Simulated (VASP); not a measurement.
Here is a VASP 6.6.1 calculation.

File INCAR:

```
PREC = Accurate ; ENCUT = 520
EDIFF = 1E-7 ; ISMEAR = -1
SIGMA = 0.1 ; LREAL = False
LASPH = True ; NELM = 60
ALGO = Normal ; ISIF = 2
LWAVE = False ; LCHARG = False
GGA = B5 ; ALDAX = 1.0
AGGAX = 1.0 ; AGGAC = 1.0
ALDAC = 0.0 ; NBANDS = 14
```

File KPOINTS:

```
Automatic mesh
0
Gamma
  8 8 12
```

File POSCAR:

```
As
1.0
    5.2102217651      0.0000000000      0.0000000000
   -2.6051108826      4.5121844080      0.0000000000
    0.0000000000      0.0000000000      3.0345821314
As
3
Direct
    1.0000000000      0.0000000000      0.0000000000
    0.3333333333      0.6666666667      0.5000000000
    0.6666666667      0.3333333333      0.5000000000
```

Potentials or basis: VASP PAW PBE potentials, release 64 (As).

Launch:

```bash
$ cat potpaw_PBE.64/As/POTCAR > POTCAR
$ mpirun -np 1 vasp_std > vasp.out
```

(1) Predict the pressure.

(2) What does it give for the band gap on the k mesh?

## Answers

(1) -5.4 GPa.

(2) zero (an odd number of electrons rules out a gap without spin polarisation).

Caveat: the cell stands under tension; the PAW data sets were made with another functional, which shifts forces and pressure a little.
